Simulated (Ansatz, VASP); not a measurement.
# MgSb2 in VASP and in Ansatz

File INCAR:

```
  PREC = Accurate
  ENCUT = 520
  EDIFF = 1E-6
  ISMEAR = -1
  SIGMA = 0.1
  LREAL = F
  LASPH = T
  NELM = 80
  ALGO = Normal
  ISIF = 2
  LWAVE = F
  LCHARG = F
  GGA = PS
  NBANDS = 21
```

Contents of KPOINTS:

```
regular mesh
0
Gamma
  4 4 4
```

Contents of POSCAR:

```
MgSb2
1.0
    4.7132268256     -2.9508410685      0.0000000000
    4.7132268256      2.9508410685      0.0000000000
    0.0000000000      0.0000000000      5.6255778777
Mg Sb
2 4
Direct
    0.3158800000      0.6841200000      0.7500000000
    0.6841200000      0.3158800000      0.2500000000
    0.6345700000      0.0337800000      0.7500000000
    0.9662200000      0.3654300000      0.7500000000
    0.0337800000      0.6345700000      0.2500000000
    0.3654300000      0.9662200000      0.2500000000
```

Input for Ansatz:

```yaml
crystal:
  lattice:
    - [4.713226825612988, -2.950841068457132, 0.0]
    - [4.713226825612988, 2.950841068457132, 0.0]
    - [0.0, 0.0, 5.625577877706317]
  atoms:
    - { symbol: Mg, position: [0.31588, 0.68412, 0.75] }
    - { symbol: Mg, position: [0.68412, 0.31588, 0.25] }
    - { symbol: Sb, position: [0.63457, 0.03378, 0.75] }
    - { symbol: Sb, position: [0.96622, 0.36543, 0.75] }
    - { symbol: Sb, position: [0.03378, 0.63457, 0.25] }
    - { symbol: Sb, position: [0.36543, 0.96622, 0.25] }
basis:
  ecutwfc: 571.4391111657479
kpoints:
  mp_grid:
    grid: [4, 4, 4]
hamiltonian:
  xc: pbesol
scf:
  occupations:
    method: fermi_dirac
    width: 0.1
output:
  stress: true
```

Alike in both runs: task single point; functional PBEsol; k mesh 4 × 4 × 4; occupations fermi-dirac, width 0.1 eV; no spin polarisation.

```csv
,VASP,Ansatz
version,VASP 6.6.1,Ansatz 0.2.0
potentials or method,"VASP PAW PBE potentials, release 64 (Mg, Sb), cutoff 520 eV","plane waves, PAW"
valence electrons in the cell,24,80
```

VASP gave:

| Quantity | Value |
| --- | --- |
| pressure (GPa) | -2.7 |
| traceless stress, the component that is largest in VASP (GPa) | 1.36 |

Q: What did Ansatz give for the same quantities?

A: Pressure (GPa): -2.7; traceless stress, the component that is largest in VASP (GPa): 1.31.

VASP's potentials were made for PBE, not for PBEsol. VASP's potentials hold 24 valence electrons a cell and Ansatz's 80, so a difference there can come from the potentials and not from the codes.

Neither program's run includes spin-orbit coupling.
